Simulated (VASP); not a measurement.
Write the native input for VASP 6.6.1 that does the following.

* Task: single point
* Functional: LDA
* Potentials or basis: VASP PAW LDA potentials, release 64 (Pt)
* Cutoff: 520 eV
* k mesh: 18 × 18 × 10
* Occupations: gaussian, width 0.15 eV
* Spin: no spin polarisation
* Dipole correction: no
* Further INCAR settings: ALGO = Fast; EDIFF = 1e-06; NBANDS = 17

The structure of Pt lies in POSCAR:

```
Pt
1.0
    2.6629672301      0.0000000000      0.0000000000
   -1.3314836150      2.3061972707      0.0000000000
    0.0000000000      0.0000000000      4.5992849577
Pt
2
Direct
    0.6314771649      0.3333333333      0.7500000000
    0.3685228351      0.6666666667      0.2500000000
```

This cell differs from its parent crystal: atoms displaced along a vibrational mode, the cell strained.

These files were run (other wordings do the same):

INCAR

```
SYSTEM = Pt
ALGO = Fast ; EDIFF = 1E-6
ENCUT = 520 ; ISIF = 2
ISMEAR = 0 ; LASPH = .TRUE.
LCHARG = .TRUE. ; LELF = .TRUE.
LREAL = .FALSE. ; LVHAR = .TRUE.
LWAVE = .FALSE. ; NBANDS = 17
NELM = 80 ; PREC = Accurate
SIGMA = 0.15
```

KPOINTS

```
k-points
0
G
  18 18 10
  0 0 0
```

Potentials or basis: VASP PAW LDA potentials, release 64 (Pt).

Run with:

```bash
$ cat potpaw_LDA.64/Pt/POTCAR > POTCAR
$ mpirun -np 1 vasp_std > vasp.out
```

It gave:

- Pressure: 18.7 GPa
- Largest force: 0.150 eV/Å
- Band gap on the k mesh: zero (bands 10 and 11 overlap by 1.58 eV)

Caveat: the cell differs from its parent crystal (atoms displaced along a vibrational mode, the cell strained); the cell stands under pressure; spin-orbit coupling is left out, which moves the levels of the heavy elements.

It took 11 min on 1 thread of Intel Xeon 8259CL, with other jobs on the host, peak memory 0.47 GiB.
